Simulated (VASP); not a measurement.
Write the native input for VASP 6.6.1 that does the following.

```
Task                   : single point
Functional             : PBEsol
Potentials or basis    : VASP PAW PBE potentials, release 64 (Ti_sv)
Cutoff                 : 520 eV
k mesh                 : 11 × 11 × 11
Occupations            : fermi-dirac, width 0.05 eV
Spin                   : no spin polarisation
Dipole correction      : no
Further INCAR settings : ALGO = Normal; EDIFF = 1e-07; NBANDS = 12
```

The structure of Ti lies in POSCAR:

```
Ti
1.0
   -1.5311585345      1.5311585345      1.5311585345
    1.5311585345     -1.5311585345      1.5311585345
    1.5311585345      1.5311585345     -1.5311585345
Ti
1
Direct
    0.0000000000      0.0000000000      0.0000000000
```

These files were run (other wordings do the same):

INCAR

```
PREC = Accurate
ENCUT = 520
EDIFF = 1E-7
ISMEAR = -1
SIGMA = 0.05
LREAL = F
LASPH = T
NELM = 60
ALGO = Normal
ISIF = 2
LWAVE = F
LCHARG = F
GGA = PS
NBANDS = 12
```

KPOINTS

```
Automatic mesh
0
Gamma
  11 11 11
```

Potentials or basis: VASP PAW PBE potentials, release 64 (Ti_sv).

Command:

```bash
$ cat potpaw_PBE.64/Ti_sv/POTCAR > POTCAR
$ mpirun -np 1 vasp_std > vasp.out
```

It gave:

- Pressure: 19.5 GPa
- Band gap on the k mesh: zero (band 6 reaches 11.22 eV, above the bottom of band 7 at 9.29 eV)

Caveat: the PAW data sets were made with another functional, which shifts forces and pressure a little.

It took 14 s on 1 thread of Intel Xeon 8259CL, with other jobs on the host, peak memory 0.13 GiB.
